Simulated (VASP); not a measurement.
## Bi2S: relaxation of cell and atoms with PBE

Crystal: Bi2S.

```
CELL_PARAMETERS angstrom
4.89957 -4.92639 0.00000
4.89957 4.92639 0.00000
0.00000 0.00000 2.77313
ATOMIC_POSITIONS crystal
Bi 0.28704 0.71296 0.00000
Bi 0.71296 0.28704 0.00000
S 0.00000 0.00000 0.00000
```

The cell was generated, and may not be a known phase.

| Property | Result |
| --- | --- |
| Program | VASP 6.6.1 |
| Task | relaxation of cell and atoms |
| Functional | PBE |
| Potentials or basis | VASP PAW PBE potentials, release 64 (Bi_d, S) |
| Cutoff | 600 eV |
| k mesh | 4 × 4 × 6 |
| Occupations | gaussian, width 0.1 eV |
| Spin | no spin polarisation |
| Dipole correction | no |
| Further INCAR settings | ALGO = Normal; EDIFF = 1e-06; IBRION = 2; EDIFFG = -0.04; NSW = 90; ISIF = 3 |

```
Relaxed volume                        : 29.48 Å³/atom
Relaxed cell                          : a = 5.452 Å, b = 5.452 Å, c = 3.221 Å, α = 90.00°, β = 90.00°, γ = 112.50°
Space group after relaxing (to 0.1 Å) : Cmmm (No. 65)
Energy gained by relaxing             : 650.6 meV/atom
Ionic steps                           : 37
Pressure after relaxing               : 0.0 GPa
Largest force after relaxing          : 0.005 eV/Å
Band gap on the k mesh                : zero (bands 18 and 19 overlap by 2.68 eV)
```

Forces on the atoms (eV/Å):
```
Bi   0.000 -0.005  0.000
Bi   0.000  0.005  0.000
S    0.000  0.000  0.000
```

Stress tensor (GPa, compression positive):
```
 0.03  0.00  0.00
 0.00 -0.01  0.00
 0.00  0.00 -0.16
```

The path:
```csv
step,energy change (eV),largest force (eV/Å),pressure (GPa),volume (Å³)
1,0.0000,0.2546,3.90,133.87
2,-0.5608,0.4134,-3.60,153.65
3,-0.6757,0.5688,-2.32,146.22
4,-0.6796,0.5716,-2.59,147.20
5,-0.7668,0.8636,0.56,135.30
6,-0.8309,0.2251,-1.08,139.74
7,-0.8603,0.2588,-0.18,134.40
8,-0.8608,0.2633,-0.10,133.80
9,-0.8904,0.1993,-0.23,130.72
10,-0.9958,0.0817,-0.60,121.55
11,-1.3338,0.1800,-0.73,103.63
12,-0.9091,0.1082,20.66,69.45
13,-1.4753,0.2402,-0.21,97.62
14,-1.7410,0.5576,3.98,83.34
15,-1.7240,0.5389,2.47,86.34
16,-1.7386,0.5570,3.25,84.71
17,-1.7475,0.5698,3.38,84.25
18,-1.7599,0.5809,3.79,83.31
19,-1.7638,0.5749,4.86,81.40
20,-1.7655,0.5791,4.41,82.10
21,-1.7848,0.5658,4.10,82.42
22,-1.8354,0.5240,3.08,83.40
23,-1.9028,0.4128,1.31,85.36
24,-1.9227,0.2178,-1.30,89.27
25,-1.9298,0.2607,-0.54,88.01
26,-1.9298,0.2664,-0.51,87.89
27,-1.9321,0.2398,-0.40,87.73
28,-1.9361,0.1646,0.02,87.23
29,-1.9365,0.1301,0.17,87.01
30,-1.9378,0.1239,0.20,87.06
31,-1.9410,0.1073,0.17,87.24
32,-1.9437,0.0598,0.12,87.58
33,-1.9449,0.0514,0.08,87.67
34,-1.9479,0.0225,0.07,87.94
35,-1.9505,0.0524,0.04,88.47
36,-1.9511,0.0384,0.00,88.46
37,-1.9518,0.0050,-0.05,88.44
```

Final structure:
```
CELL_PARAMETERS angstrom
3.02880 -4.53330 0.00000
3.02880 4.53330 0.00000
0.00000 0.00000 3.22070
ATOMIC_POSITIONS crystal
Bi 0.30845 0.69155 0.00000
Bi 0.69155 0.30845 0.00000
S 0.00000 0.00000 0.00000
```

Levels at points of the mesh, in eV from the Fermi level:
| k point | band 16 | band 17 | band 18 | band 19 | band 20 | band 21 |
| --- | --- | --- | --- | --- | --- | --- |
| (0.00, 0.00, 0.00) | -2.82 | -2.26 | 0.33 | 3.20 | 4.40 | 4.45 |
| (0.50, 0.00, 0.00) | -1.30 | -0.08 | 0.46 | 1.44 | 1.92 | 4.66 |
| (0.50, 0.50, 0.00) | -1.46 | -0.23 | 0.52 | 3.23 | 3.45 | 4.35 |
| (0.00, 0.00, 0.50) | -2.07 | -1.96 | -1.84 | -1.83 | -0.41 | 4.57 |
| (0.50, 0.00, 0.50) | -3.67 | -2.05 | -1.19 | 0.61 | 1.37 | 3.21 |
| (0.50, 0.50, 0.50) | -3.32 | -2.57 | -1.75 | 0.40 | 0.80 | 3.32 |

Run time: 19 min on 1 thread of Intel(R) Xeon(R) 6975P-C (Granite Rapids) (shared host), peak memory 0.35 GiB.

Caveat: the k points lie up to 0.33 Å⁻¹ apart in the final cell, too coarse for converged energies and pressures of a metal; the volume moved by over 15 % at a fixed basis, so the end points are rough; spin-orbit coupling is left out, which moves the levels of the heavy elements.
